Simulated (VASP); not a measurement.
Write the native input for VASP 6.6.1 that does the following.

```
Task                   : single point
Functional             : PBE
Potentials or basis    : VASP PAW PBE potentials, release 64 (Sn_d, Te)
Cutoff                 : 520 eV
k mesh                 : 3 × 3 × 3
Occupations            : gaussian, width 0.1 eV
Spin                   : no spin polarisation
Dipole correction      : no
Further INCAR settings : ALGO = Normal; EDIFF = 1e-06; NBANDS = 31
```

The structure of SnTe5 lies in POSCAR:

```
SnTe5
1.0
    3.5797441328      2.0667662387      4.3654547811
   -3.5797441328      2.0667662387      4.3654547811
    0.0000000000     -4.1335324774      4.3654547811
Sn Te
1 5
Direct
    0.5000000000      0.5000000000      0.5000000000
    0.3464754019      0.0000000000      0.6535245981
    0.8245136235      0.8245136235      0.8245136235
    0.0000000000      0.6535245981      0.3464754019
    0.6535245981      0.3464754019      0.0000000000
    0.1754863765      0.1754863765      0.1754863765
```

The input as run:

INCAR

```
SYSTEM = SnTe5
  PREC = Accurate
  ENCUT = 520
  EDIFF = 1E-6
  ISMEAR = 0
  SIGMA = 0.1
  LREAL = .False.
  LASPH = .True.
  NELM = 60
  ALGO = Normal
  ISIF = 2
  LWAVE = .False.
  LCHARG = .False.
  GGA = PE
  NBANDS = 31
```

KPOINTS

```
Automatic mesh
0
Gamma
  3 3 3
  0 0 0
```

Potentials or basis: VASP PAW PBE potentials, release 64 (Sn_d, Te).

Launch:

```console
$ cat potpaw_PBE.64/Sn_d/POTCAR potpaw_PBE.64/Te/POTCAR > POTCAR
$ mpirun -np 1 vasp_std > vasp.out
```

Results of the run:

```
Pressure               : -0.1 GPa
Largest force          : 0.017 eV/Å
Band gap on the k mesh : zero (band 22 reaches 6.45 eV, above the bottom of band 23 at 6.07 eV)
```

Caveat: the k points lie up to 0.37 Å⁻¹ apart; spin-orbit coupling is left out, which moves the levels of the heavy elements.

Wall time 30 s on 1 thread of AMD EPYC 7R13 Processor (Zen 3), on a shared host, peak memory 0.29 GiB.
